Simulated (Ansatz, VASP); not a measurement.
BP in VASP and in Ansatz

The input INCAR:

```
PREC = Accurate
ENCUT = 500
EDIFF = 1E-6
ISMEAR = 0
SIGMA = 0.02
LREAL = F
LASPH = T
NELM = 120
ALGO = Normal
ISIF = 2
LWAVE = F
LCHARG = F
GGA = CA
NBANDS = 11
GGA_COMPAT = F
```

The input KPOINTS:

```
Automatic mesh
0
Gamma
  10 10 10
```

Contents of POSCAR:

```
BP
1.0
    0.0000000000      2.1994029476      2.1994029476
    2.1994029476      0.0000000000      2.1994029476
    2.1994029476      2.1994029476      0.0000000000
B P
1 1
Direct
    0.0000000000      0.0000000000      0.0000000000
    0.2500000000      0.2500000000      0.2500000000
```

Input for Ansatz:

```yaml
crystal:
  lattice:
    - [0.0, 2.1994029476, 2.1994029476]
    - [2.1994029476, 0.0, 2.1994029476]
    - [2.1994029476, 2.1994029476, 0.0]
  atoms:
    - { symbol: B, position: [0.0, 0.0, 0.0] }
    - { symbol: P, position: [0.25, 0.25, 0.25] }
basis:
  ecutwfc: 420
kpoints:
  mp_grid: { grid: [10, 10, 10] }
hamiltonian:
  xc: lda
scf:
  occupations: { method: gaussian, width: 0.02 }
output:
  forces: true
  stress: true
  eigenvalues: true
```

Alike in both runs: task single point; functional LDA; k mesh 10 × 10 × 10; occupations gaussian, width 0.02 eV; no spin polarisation.

|  | VASP | Ansatz |
| --- | --- | --- |
| version | VASP 6.6.1 | Ansatz 0.2.0 |
| potentials or method | VASP PAW LDA potentials, release 64 (B, P), cutoff 500 eV | scalar-relativistic, plane waves, PAW |
| valence electrons in the cell | 8 | 8 |

|  | VASP | Ansatz | Ansatz less VASP |
| --- | --- | --- | --- |
| gap on the k mesh at the Fermi level (eV) | 1.08 | 1.08 | 0.000 |
| least direct gap on the mesh (eV) | 3.54 | 3.54 | -0.002 |
| pressure (GPa) | 12.0 | 12.2 | +0.15 |

LDA's correlation is that of Perdew and Zunger in VASP and of Perdew and Wang (1992) in Ansatz.
